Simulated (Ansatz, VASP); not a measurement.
**Two plane-wave programs on TiC**

The input INCAR:

```
PREC = Accurate ; ENCUT = 600
EDIFF = 1E-6 ; ISMEAR = -1
SIGMA = 0.15 ; LREAL = False
LASPH = True ; NELM = 120
ALGO = Normal ; ISIF = 2
LWAVE = False ; LCHARG = False
GGA = PS ; NBANDS = 15
GGA_COMPAT = False
```

Contents of KPOINTS:

```
regular mesh
0
Gamma
  11 11 11
```

Contents of POSCAR:

```
TiC
1.0
    0.0000000000      2.1001110525      2.1001110525
    2.1001110525      0.0000000000      2.1001110525
    2.1001110525      2.1001110525      0.0000000000
Ti C
1 1
Direct
    0.0000000000      0.0000000000      0.0000000000
    0.5000000000      0.5000000000      0.5000000000
```

Input for Ansatz:

```yaml
crystal:
  lattice:
    - [0.0, 2.1001110524543756, 2.1001110524543756]
    - [2.1001110524543756, 0.0, 2.1001110524543756]
    - [2.1001110524543756, 2.1001110524543756, 0.0]
  atoms:
    - { symbol: Ti, position: [0.0, 0.0, 0.0] }
    - { symbol: C, position: [0.5, 0.5, 0.5] }
basis:
  ecutwfc: 500.0
kpoints:
  mp_grid:
    grid: [11, 11, 11]
hamiltonian:
  xc: pbesol
scf:
  occupations:
    method: fermi_dirac
    width: 0.15
output:
  stress: true
```

Alike in both runs: task single point; functional PBEsol; k mesh 11 × 11 × 11; occupations fermi-dirac, width 0.15 eV; no spin polarisation.

|  | VASP | Ansatz |
| --- | --- | --- |
| version | VASP 6.6.1 | Ansatz 0.2.0 |
| potentials or method | VASP PAW PBE potentials, release 64 (Ti_sv, C), cutoff 600 eV | plane waves, PAW |
| valence electrons in the cell | 16 | 16 |

```csv
,VASP,Ansatz,Ansatz less VASP
pressure (GPa),20.2,20.1,-0.12
```

VASP's potentials were made for PBE, not for PBEsol.
